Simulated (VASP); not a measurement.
Here is a VASP 6.6.1 calculation.

The input POSCAR:

```
Ru
1.0
    2.7785104829      0.0000000000      0.0000000000
   -1.3892552415      2.4062606629      0.0000000000
    0.0000000000      0.0000000000      4.0353006054
Ru
2
Direct
    0.3333333333      0.6666666667      0.2500000000
    0.6666666667      0.3333333333      0.7500000000
```

Contents of INCAR.step1:

```
PREC     = Accurate       # precision mode
ENCUT    = 520            # plane-wave cutoff, eV
ISMEAR   = 0              # smearing method
SIGMA    = 0.15           # smearing width, eV
LREAL    = False          # projectors in reciprocal space
LASPH    = True           # aspherical terms in the spheres
NELM     = 60             # most SCF steps
NBANDS   = 21             # bands
GGA      = PE             # functional
ALGO     = Normal         # electronic algorithm
EDIFF    = 1E-4           # SCF threshold, eV
LWAVE    = True           # write WAVECAR
LCHARG   = False          # write CHGCAR
```

File INCAR.step2:

```
PREC     = Accurate       # precision mode
ENCUT    = 520            # plane-wave cutoff, eV
EDIFF    = 1E-6           # SCF threshold, eV
ISMEAR   = 0              # smearing method
SIGMA    = 0.15           # smearing width, eV
LREAL    = False          # projectors in reciprocal space
LASPH    = True           # aspherical terms in the spheres
NELM     = 60             # most SCF steps
ALGO     = Normal         # electronic algorithm
ISIF     = 2              # what is computed and relaxed
LWAVE    = False          # write WAVECAR
LCHARG   = False          # write CHGCAR
METAGGA  = R2SCAN         # meta-GGA
LMIXTAU  = True         
NBANDS   = 21             # bands
ISTART   = 1
```

File KPOINTS:

```
Automatic mesh
0
Gamma
  30 30 16
```

Potentials or basis: VASP PAW PBE potentials, release 64 (Ru_pv).

The run is started by

```bash
$ cat potpaw_PBE.64/Ru_pv/POTCAR > POTCAR
$ cp INCAR.step1 INCAR
$ mpirun -np 1 vasp_std > vasp.out
$ cp INCAR.step2 INCAR
$ mpirun -np 1 vasp_std > vasp.out
```

(1) What does it give for the pressure?

(2) What does it give for the band gap on the k mesh?

## Answers

(1) 5.4 GPa.

(2) zero (bands 14 and 15 overlap by 3.11 eV).

Caveat: the stress differs along the axes, from -7 to 30 GPa; the PAW data sets were made with another functional, which shifts forces and pressure a little.
